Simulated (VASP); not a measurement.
# Ca (Pm-3m) in VASP: a series of runs

Ca is run at these levels: PBE; tasks: single point, relaxation of cell and atoms.

All numbers are computed with VASP 6.6.1; they aren't measurements. Logs are shortened: lines on timing, memory, paths and dates and some standing lists are left out, and cuts for length are marked.

## Step 1: The cell of the first run

The structure is cubic, space group Pm-3m (No. 221). Conventional cell: a = 3.352 Å, b = 3.352 Å, c = 3.352 Å, α = 90.00°, β = 90.00°, γ = 90.00°. Ca (site symmetry m-3m) has 6 Ca at 3.35 Å within 4.4 Å.

## Step 2: Single point, PBE

INCAR reads:

```
SYSTEM = Ca
  PREC = Accurate
  ENCUT = 520
  EDIFF = 1E-6
  ISMEAR = -1
  SIGMA = 0.05
  LREAL = .FALSE.
  LASPH = .TRUE.
  NELM = 80
  ALGO = Normal
  ISIF = 2
  LWAVE = .FALSE.
  LCHARG = .TRUE.
  GGA = PE
  LELF = .TRUE.
  LVHAR = .TRUE.
  NBANDS = 11
```

KPOINTS reads:

```
Automatic mesh
0
G
  8 8 8
  0 0 0
```

POSCAR reads:

```
Ca
1.0
    3.3515364480      0.0000000000      0.0000000000
    0.0000000000      3.3515364480      0.0000000000
    0.0000000000      0.0000000000      3.3515364480
Ca
1
Direct
    0.0000000000      0.0000000000      0.0000000000
```

Potentials or basis: VASP PAW PBE potentials, release 64 (Ca_sv).

Run with:

```
cat potpaw_PBE.64/Ca_sv/POTCAR > POTCAR
mpirun -np 1 vasp_std > vasp.out
```

OUTCAR:

```text
SYSTEM = Ca
   PREC = Accurate
   ENCUT = 520
   EDIFF = 1E-6
   ISMEAR = -1
   LREAL = .FALSE.
   LASPH = .TRUE.
   NELM = 80
   ISIF = 2
   GGA = PE

 ion  position               nearest neighbor table
   1  0.000  0.000  0.000-

  LATTYP: Found a simple cubic cell.
 ALAT       =     3.3515364480

  Lattice vectors:

 A1 = (   3.3515364480,   0.0000000000,   0.0000000000)
 A2 = (   0.0000000000,   3.3515364480,   0.0000000000)
 A3 = (   0.0000000000,   0.0000000000,   3.3515364480)

Analysis of symmetry for initial positions (statically):
=====================================================================
 Subroutine PRICEL returns:
 Original cell was already a primitive cell.

 Routine SETGRP: Setting up the symmetry group for a
 simple cubic supercell.

 Subroutine GETGRP returns: Found 48 space group operations
 (whereof 48 operations were pure point group operations)
 out of a pool of 48 trial point group operations.

The static configuration has the point symmetry O_h .

Analysis of symmetry for dynamics (positions and initial velocities):
=====================================================================
 Subroutine PRICEL returns:
 Original cell was already a primitive cell.

 Routine SETGRP: Setting up the symmetry group for a
 simple cubic supercell.

 Subroutine GETGRP returns: Found 48 space group operations
 (whereof 48 operations were pure point group operations)
 out of a pool of 48 trial point group operations.

The dynamic configuration has the point symmetry O_h .

 Subroutine INISYM returns: Found 48 space group operations
 (whereof 48 operations are pure point group operations),
 and found     1 'primitive' translations

----------------------------------------------------------------------------------------

                                     Primitive cell

  volume of cell :      37.6471

  direct lattice vectors                    reciprocal lattice vectors
     3.351536448  0.000000000  0.000000000     0.298370618  0.000000000  0.000000000
     0.000000000  3.351536448  0.000000000     0.000000000  0.298370618  0.000000000
     0.000000000  0.000000000  3.351536448     0.000000000  0.000000000  0.298370618

  length of vectors
     3.351536448  3.351536448  3.351536448     0.298370618  0.298370618  0.298370618

  position of ions in fractional coordinates (direct lattice)
     0.000000000  0.000000000  0.000000000

  ion indices of the primitive-cell ions
   primitive index   ion index
[... 74 lines left out ...]
   LREAL  =      F    real-space projection
   EDIFFG = 0.1E-04   stopping-criterion for IOM
   NSW    =      0    number of steps for IOM
   IBRION =     -1    ionic relax: 0-MD 1-quasi-New 2-CG
   NFREE  =      0    steps in history (QN), initial steepest desc. (CG)
   ISIF   =      2    stress and relaxation
   ISYM   =      2    0-nonsym 1-usesym 2-fastsym
   POTIM  = 0.5000    time-step for ionic-motion
   TEBEG  =    0.0;   TEEND  =   0.0 temperature during run
   PSTRESS=    0.0 pullay stress
   NELECT =      10.0000    total number of electrons
   NUPDOWN=      -1.0000    fix difference up-down
   EMIN   =  10.00;   EMAX   =-10.00  energy-range for DOS
   EFERMI =   0.00;   METHOD = LEGACY
   ISMEAR =    -1;   SIGMA  =   0.05  broadening in eV -4-tet -1-fermi 0-gaus
   EFERMI_NEDOS =   21; number of points for ismear=-14 and -15
   IALGO  =     38    algorithm
   IMIX   =      4    mixing-type and parameters
     AMIX     =   0.40;   BMIX     =  1.00
     AMIX_MAG =   1.60;   BMIX_MAG =  1.00
  volume/ion in A,a.u.               =      37.65       254.06
  Fermi-wavevector in a.u.,A,eV,Ry     =   1.052360  1.988672 15.067921  1.107461
  Thomas-Fermi vector in A             =   2.187439
   LORBIT       =      0    0 simple, 1 ext, 2 COOP (PROOUT), +10 PAW based schemes
   GGA     = PE    functional components
   LHFCALC =     F    Hartree Fock is set to
   AEXX    =    0.0000 exact exchange contribution
   IVDW    =     0    specifies the selected vdW correction
   LEPSILON=     F    determine dielectric tensor
   LRPA    =     F    only Hartree local field effects (RPA)
 non-spin polarized calculation
  energy-cutoff  :      520.00
  volume of cell :       37.65
 maximum number of plane-waves:      1064
 NGX is ok and might be reduce to    28
   NGX = 13   NGY = 13   NGZ = 13

 number of electron      10.0000000 magnetization

 number of electron       9.9999999 magnetization

 Free energy of the ion-electron system (eV)
  ---------------------------------------------------
  ext. energy  EPLUGINS =         0.00000000
  ---------------------------------------------------
  free energy    TOTEN  =        -1.50956423 eV

  energy without entropy =       -1.50319349  energy(sigma->0) =       -1.50637886

 E-fermi :   2.2668     XC(G=0):  -8.0742

 val. band max:        2.2391192001   @ k =   0.5000   0.5000   0.2500
 cond. band min:       2.4002175401   @ k =   0.3750   0.3750   0.3750
 fundamental gap:      0.1610983401
 Fermi energy:         2.2668049540

 k-point     1 :       0.0000    0.0000    0.0000
  band No.  band energies     occupation
      1     -39.6452      2.00000
      2     -20.4909      2.00000
      3     -20.4909      2.00000
      4     -20.4909      2.00000
      5      -1.7025      2.00000
      6       3.1360      0.00000
      7       3.1360      0.00000
      8       6.8837      0.00000
      9       6.8837      0.00000
     10       6.8837      0.00000
     11      11.8926      0.00000
[... 309 lines left out ...]
 k-point    24 :       0.5000    0.3750    0.1250
  band No.  band energies     occupation
      1     -39.5817      2.00000
      2     -20.7746      2.00000
      3     -20.7237      2.00000
      4     -20.4837      2.00000
      5       1.8966      1.99878
      6       3.3052      0.00000
      7       4.4515      0.00000
      8       4.6467      0.00000
      9       6.0671      0.00000
     10       6.4712      0.00000
     11       8.0775      0.00000

 [... further k-points ...]
[... 5 lines left out ...]
  --------------------------------------------------------------------------------------
  -------------------------------------------------------------------------------------
  Total        0.4660033      0.4660033      0.4660033      0.0000000     -0.0000000      0.0000000
  in kB       19.8320561     19.8320561     19.8320561      0.0000000     -0.0000000      0.0000000
  external PRESSURE =      19.8320561 kB  Pullay stress =       0.0000000 kB

 VOLUME and BASIS-vectors are now :
 -----------------------------------------------------------------------------
  energy-cutoff  :      520.00
  volume of cell :       37.65
      direct lattice vectors                 reciprocal lattice vectors
     3.351536448  0.000000000  0.000000000     0.298370618  0.000000000  0.000000000
     0.000000000  3.351536448  0.000000000     0.000000000  0.298370618  0.000000000
     0.000000000  0.000000000  3.351536448     0.000000000  0.000000000  0.298370618

 POSITION                                       TOTAL-FORCE (eV/Angst)
 -----------------------------------------------------------------------------------
      0.00000      0.00000      0.00000         0.000000      0.000000      0.000000
 -----------------------------------------------------------------------------------
    total drift:                               -0.000000     -0.000000     -0.000000

  FREE ENERGIE OF THE ION-ELECTRON SYSTEM (eV)
  ---------------------------------------------------
  free  energy   TOTEN  =        -1.5095642284 eV

  energy  without entropy=       -1.5031934857  energy(sigma->0) =       -1.50637886
```

stdout:

```text
POSCAR found type information on POSCAR Ca
 POSCAR found :  1 types and       1 ions
 scaLAPACK will be used
 LDA part: xc-table for (Slater+PW92), standard interpolation
 POSCAR, INCAR and KPOINTS ok, starting setup
 FFT: planning ... GRIDC
 FFT: planning ... GRID_SOFT
 FFT: planning ... GRID
 WAVECAR not read
 entering main loop
```

Run time: 6.2 s. Hardware: 1 thread of Intel Xeon 6975P-C (Granite Rapids), shared host; peak memory 0.15 GiB.

What came out:

```yaml
Free_energy: -1.5096 eV
Pressure: 2.0 GPa
Band_gap_on_the_k_mesh: zero (band 5 reaches 2.93 eV, above the bottom of band 6 at 1.90 eV)
```

## Step 3: Single point, PBE

This run uses another cell than the first one, of 44.17 Å³/atom, 1.173 times its volume.

INCAR reads:

```
SYSTEM = Ca
PREC     = Accurate       ! precision mode
ENCUT    = 520            ! plane-wave cutoff, eV
EDIFF    = 1E-6           ! SCF threshold, eV
ISMEAR   = -1             ! smearing method
SIGMA    = 0.05           ! smearing width, eV
LREAL    = .False.        ! projectors in reciprocal space
LASPH    = .True.         ! aspherical terms in the spheres
NELM     = 100            ! most SCF steps
ALGO     = Normal         ! electronic algorithm
ISIF     = 2              ! what is computed and relaxed
LWAVE    = .False.        ! write WAVECAR
LCHARG   = .True.         ! write CHGCAR
GGA      = PE             ! functional
LELF     = .True.         ! ELF
LVHAR    = .True.       
NBANDS   = 11             ! bands
```

KPOINTS reads:

```
Automatic mesh
0
Gamma
  8 8 8
  0 0 0
```

POSCAR reads:

```
Ca
1.0
    3.5348616740      0.0000000000      0.0000000000
    0.0000000000      3.5348616740      0.0000000000
    0.0000000000      0.0000000000      3.5348616740
Ca
1
Direct
    0.0000000000      0.0000000000      0.0000000000
```

Potentials or basis: VASP PAW PBE potentials, release 64 (Ca_sv).

Run with:

```
cat potpaw_PBE.64/Ca_sv/POTCAR > POTCAR
mpirun -np 1 vasp_std > vasp.out
```

OUTCAR:

```text
SYSTEM = Ca
   PREC = Accurate
   ENCUT = 520
   EDIFF = 1E-6
   ISMEAR = -1
   LREAL = .False.
   LASPH = .True.
   NELM = 100
   ISIF = 2
   GGA = PE

 ion  position               nearest neighbor table
   1  0.000  0.000  0.000-

  LATTYP: Found a simple cubic cell.
 ALAT       =     3.5348616740

  Lattice vectors:

 A1 = (   3.5348616740,   0.0000000000,   0.0000000000)
 A2 = (   0.0000000000,   3.5348616740,   0.0000000000)
 A3 = (   0.0000000000,   0.0000000000,   3.5348616740)

Analysis of symmetry for initial positions (statically):
=====================================================================
 Subroutine PRICEL returns:
 Original cell was already a primitive cell.

 Routine SETGRP: Setting up the symmetry group for a
 simple cubic supercell.

 Subroutine GETGRP returns: Found 48 space group operations
 (whereof 48 operations were pure point group operations)
 out of a pool of 48 trial point group operations.

The static configuration has the point symmetry O_h .

Analysis of symmetry for dynamics (positions and initial velocities):
=====================================================================
 Subroutine PRICEL returns:
 Original cell was already a primitive cell.

 Routine SETGRP: Setting up the symmetry group for a
 simple cubic supercell.

 Subroutine GETGRP returns: Found 48 space group operations
 (whereof 48 operations were pure point group operations)
 out of a pool of 48 trial point group operations.

The dynamic configuration has the point symmetry O_h .

 Subroutine INISYM returns: Found 48 space group operations
 (whereof 48 operations are pure point group operations),
 and found     1 'primitive' translations

----------------------------------------------------------------------------------------

                                     Primitive cell

  volume of cell :      44.1690

  direct lattice vectors                    reciprocal lattice vectors
     3.534861674  0.000000000  0.000000000     0.282896501  0.000000000  0.000000000
     0.000000000  3.534861674  0.000000000     0.000000000  0.282896501  0.000000000
     0.000000000  0.000000000  3.534861674     0.000000000  0.000000000  0.282896501

  length of vectors
     3.534861674  3.534861674  3.534861674     0.282896501  0.282896501  0.282896501

  position of ions in fractional coordinates (direct lattice)
     0.000000000  0.000000000  0.000000000

  ion indices of the primitive-cell ions
   primitive index   ion index
                 1           1

----------------------------------------------------------------------------------------

 KPOINTS: Automatic mesh

Automatic generation of k-mesh.
 Grid dimensions read from file:
 generate k-points for:    8    8    8

 Generating k-lattice:

  Cartesian coordinates                     Fractional coordinates (reciprocal lattice)
     0.035362063  0.000000000  0.000000000     0.125000000  0.000000000  0.000000000
     0.000000000  0.035362063  0.000000000     0.000000000  0.125000000  0.000000000
     0.000000000  0.000000000  0.035362063     0.000000000  0.000000000  0.125000000

  Length of vectors
     0.035362063  0.035362063  0.035362063

  Shift w.r.t. Gamma in fractional coordinates (k-lattice)
     0.000000000  0.000000000  0.000000000

 Subroutine IBZKPT returns following result:
 ===========================================

 Found     35 irreducible k-points:

 Following reciprocal coordinates:
            Coordinates               Weight
  0.000000  0.000000  0.000000      1.000000
  0.125000  0.000000  0.000000      6.000000
  0.250000  0.000000  0.000000      6.000000
  0.375000  0.000000  0.000000      6.000000
  0.500000  0.000000  0.000000      3.000000
  0.125000  0.125000  0.000000     12.000000
[... 16 lines left out ...]
  0.375000  0.375000  0.125000     24.000000
  0.500000  0.375000  0.125000     24.000000
 [... further k-points ...]
   k-points           NKPTS =     35   k-points in BZ     NKDIM =     35   number of bands    NBANDS=     11
   number of dos      NEDOS =    301   number of ions     NIONS =      1
   total plane-waves  NPLWV =  21952
   dimension x,y,z NGX =    28 NGY =   28 NGZ =   28
   dimension x,y,z NGXF=    56 NGYF=   56 NGZF=   56
   ions per type =               1
   NGX,Y,Z   is equivalent  to a cutoff of  13.17, 13.17, 13.17 a.u.
   NGXF,Y,Z  is equivalent  to a cutoff of  26.34, 26.34, 26.34 a.u.
 SYSTEM =  Ca
   PREC   = accura    normal or accurate (medium, high low for compatibility)
   ISTART =      0    job   : 0-new  1-cont  2-samecut
   ICHARG =      2    charge: 1-file 2-atom 10-const
   ISPIN  =      1    spin polarized calculation?
   LNONCOLLINEAR =      F non collinear calculations
   LSORBIT =      F    spin-orbit coupling
   LASPH  =      T    aspherical Exc in radial PAW
   ENCUT  =  520.0 eV  38.22 Ry    6.18 a.u.   6.57  6.57  6.57*2*pi/ulx,y,z
   NELM   =    100;   NELMIN=  2; NELMDL= -5     # of ELM steps
   EDIFF  = 0.1E-05   stopping-criterion for ELM
   LREAL  =      F    real-space projection
   EDIFFG = 0.1E-04   stopping-criterion for IOM
   NSW    =      0    number of steps for IOM
   IBRION =     -1    ionic relax: 0-MD 1-quasi-New 2-CG
   NFREE  =      0    steps in history (QN), initial steepest desc. (CG)
   ISIF   =      2    stress and relaxation
   ISYM   =      2    0-nonsym 1-usesym 2-fastsym
   POTIM  = 0.5000    time-step for ionic-motion
   TEBEG  =    0.0;   TEEND  =   0.0 temperature during run
   PSTRESS=    0.0 pullay stress
   NELECT =      10.0000    total number of electrons
   NUPDOWN=      -1.0000    fix difference up-down
   EMIN   =  10.00;   EMAX   =-10.00  energy-range for DOS
   EFERMI =   0.00;   METHOD = LEGACY
   ISMEAR =    -1;   SIGMA  =   0.05  broadening in eV -4-tet -1-fermi 0-gaus
   EFERMI_NEDOS =   21; number of points for ismear=-14 and -15
   IALGO  =     38    algorithm
   IMIX   =      4    mixing-type and parameters
     AMIX     =   0.40;   BMIX     =  1.00
     AMIX_MAG =   1.60;   BMIX_MAG =  1.00
  volume/ion in A,a.u.               =      44.17       298.07
  Fermi-wavevector in a.u.,A,eV,Ry     =   0.997782  1.885535 13.545542  0.995569
  Thomas-Fermi vector in A             =   2.129962
   LORBIT       =      0    0 simple, 1 ext, 2 COOP (PROOUT), +10 PAW based schemes
   GGA     = PE    functional components
   LHFCALC =     F    Hartree Fock is set to
   AEXX    =    0.0000 exact exchange contribution
   IVDW    =     0    specifies the selected vdW correction
   LEPSILON=     F    determine dielectric tensor
   LRPA    =     F    only Hartree local field effects (RPA)
 non-spin polarized calculation
  energy-cutoff  :      520.00
  volume of cell :       44.17
 maximum number of plane-waves:      1213
 NGX is ok and might be reduce to    28
   NGX = 13   NGY = 13   NGZ = 13

 number of electron      10.0000000 magnetization

 number of electron       9.9999997 magnetization

 Free energy of the ion-electron system (eV)
  ---------------------------------------------------
  ext. energy  EPLUGINS =         0.00000000
  ---------------------------------------------------
  free energy    TOTEN  =        -1.54646343 eV

  energy without entropy =       -1.53903670  energy(sigma->0) =       -1.54275006

 E-fermi :   1.6449     XC(G=0):  -7.5741

 val. band max:        1.6037342794   @ k =   0.5000   0.2500   0.1250
 cond. band min:       1.7313488066   @ k =   0.5000   0.3750   0.2500
 fundamental gap:      0.1276145272
 Fermi energy:         1.6449479668

 k-point     1 :       0.0000    0.0000    0.0000
  band No.  band energies     occupation
      1     -40.5688      2.00000
      2     -21.4620      2.00000
      3     -21.4620      2.00000
      4     -21.4620      2.00000
      5      -2.1184      2.00000
      6       2.5193      0.00000
      7       2.5193      0.00000
      8       5.6961      0.00000
      9       5.6961      0.00000
     10       5.6961      0.00000
     11      10.1361      0.00000

 k-point     2 :       0.1250    0.0000    0.0000
  band No.  band energies     occupation
      1     -40.5663      2.00000
      2     -21.4912      2.00000
      3     -21.4595      2.00000
      4     -21.4595      2.00000
      5      -1.9028      2.00000
      6       2.5751      0.00000
      7       2.5839      0.00000
      8       5.4701      0.00000
      9       5.4701      0.00000
     10       5.7116      0.00000
     11       8.9354      0.00000
[... 295 lines left out ...]
 k-point    24 :       0.5000    0.3750    0.1250
  band No.  band energies     occupation
      1     -40.5359      2.00000
      2     -21.6336      2.00000
      3     -21.6030      2.00000
      4     -21.4586      2.00000
      5       1.4462      1.96317
      6       2.3998      0.00000
      7       3.5736      0.00000
      8       3.7132      0.00000
      9       4.9570      0.00000
     10       5.2379      0.00000
     11       6.6583      0.00000

 [... further k-points ...]
[... 5 lines left out ...]
  --------------------------------------------------------------------------------------
  -------------------------------------------------------------------------------------
  Total       -0.0007137     -0.0007137     -0.0007137      0.0000000      0.0000000      0.0000000
  in kB       -0.0258893     -0.0258893     -0.0258893      0.0000000      0.0000000      0.0000000
  external PRESSURE =      -0.0258893 kB  Pullay stress =       0.0000000 kB

 VOLUME and BASIS-vectors are now :
 -----------------------------------------------------------------------------
  energy-cutoff  :      520.00
  volume of cell :       44.17
      direct lattice vectors                 reciprocal lattice vectors
     3.534861674  0.000000000  0.000000000     0.282896501  0.000000000  0.000000000
     0.000000000  3.534861674  0.000000000     0.000000000  0.282896501  0.000000000
     0.000000000  0.000000000  3.534861674     0.000000000  0.000000000  0.282896501

 POSITION                                       TOTAL-FORCE (eV/Angst)
 -----------------------------------------------------------------------------------
      0.00000      0.00000      0.00000         0.000000      0.000000      0.000000
 -----------------------------------------------------------------------------------
    total drift:                               -0.000000      0.000000     -0.000000

  FREE ENERGIE OF THE ION-ELECTRON SYSTEM (eV)
  ---------------------------------------------------
  free  energy   TOTEN  =        -1.5464634262 eV

  energy  without entropy=       -1.5390366964  energy(sigma->0) =       -1.54275006
```

Run time: 6.7 s. Hardware: 1 thread of Intel Xeon 6975P-C (Granite Rapids), shared host; peak memory 0.16 GiB.

What came out:

```
Free energy            : -1.5465 eV
Pressure               : 0.0 GPa
Band gap on the k mesh : zero (band 5 reaches 2.39 eV, above the bottom of band 6 at 1.18 eV)
```

Levels at points of the mesh, in eV from the Fermi level:
```csv
k point,band 2,band 3,band 4,band 5,band 6,band 7,band 8,band 9
"(0.00, 0.00, 0.00)",-23.11,-23.11,-23.11,-3.76,0.87,0.87,4.05,4.05
"(0.50, 0.00, 0.00)",-23.30,-23.09,-23.09,-1.15,-0.46,1.36,2.86,2.86
"(0.50, 0.50, 0.00)",-23.28,-23.28,-23.07,-0.29,0.93,2.33,2.33,3.15
"(0.50, 0.50, 0.50)",-23.26,-23.26,-23.26,0.74,0.74,0.74,4.78,4.78
```

(Continued in part 2 of 2.)
